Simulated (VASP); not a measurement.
BeTe (m.eB), 4 atoms in the cell. The structure is cubic, space group F-43m (No. 216). The conventional cell has a = 5.665 Å, b = 5.665 Å, c = 5.665 Å, α = 90.00°, β = 90.00°, γ = 90.00°. Within 3.2 Å of Be (site symmetry -43m) lie 4 Te at 2.45 Å. Within 3.2 Å of Te (site symmetry -43m) lie 4 Be at 2.45 Å. 

| Item | Value |
| --- | --- |
| Program | VASP 6.6.1 |
| Task | single point |
| Functional | PBE |
| Potentials or basis | VASP PAW PBE potentials, release 64 (Be, Te) |
| Cutoff | 600 eV |
| k mesh | 8 × 6 × 8 |
| Occupations | gaussian, width 0.02 eV |
| Spin | no spin polarisation |
| Dipole correction | no |
| Further INCAR settings | ALGO = Normal; EDIFF = 1e-06; NBANDS = 16 |

Potentials or basis: VASP PAW PBE potentials, release 64 (Be, Te).

Launch:

```bash
$ cat potpaw_PBE.64/Be/POTCAR potpaw_PBE.64/Te/POTCAR > POTCAR
$ mpirun -np 1 vasp_std > vasp.out
```

Hardware: 1 thread of Intel(R) Xeon(R) Platinum 8488C (Sapphire Rapids), on a shared host.

Task: How long does it take, and how much memory?

Result: Run time: 54 s on 1 thread of Intel(R) Xeon(R) Platinum 8488C (Sapphire Rapids), on a shared host, peak memory 0.27 GiB. Counts: scf iterations 12, k points 60.
